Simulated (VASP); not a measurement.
BN, 2 atoms in the cell. Symmetry: R3m, No. 160, trigonal system. Conventional cell: a = 2.458 Å, b = 2.458 Å, c = 10.134 Å, α = 90.00°, β = 90.00°, γ = 120.00°. Within 1.9 Å of B (site symmetry 3m) lie 3 N at 1.42 Å. N (site symmetry 3m) has 3 B at 1.42 Å within 1.9 Å.  This cell differs from its parent crystal: volume changed by -5%.

* Program: VASP 6.6.1
* Task: single point
* Functional: PBE
* Potentials or basis: VASP PAW PBE potentials, release 64 (B, N)
* Cutoff: 600 eV
* k mesh: 6 × 6 × 6
* Occupations: gaussian, width 0.01 eV
* Spin: no spin polarisation
* Dipole correction: no
* Further INCAR settings: ALGO = Normal; EDIFF = 1e-06; NBANDS = 11

Potentials or basis: VASP PAW PBE potentials, release 64 (B, N).

Run with:

```bash
$ cat potpaw_PBE.64/B/POTCAR potpaw_PBE.64/N/POTCAR > POTCAR
$ mpirun -np 1 vasp_std > vasp.out
```

Hardware: 1 thread of AMD EPYC 9R14 (Zen 4), with other jobs on the host.

Problem. Estimate the wall time of this run.

Solution. Wall time 10 s on 1 thread of AMD EPYC 9R14 (Zen 4), on a shared host, peak memory 0.13 GiB. Counts: scf iterations 12, k points 32.
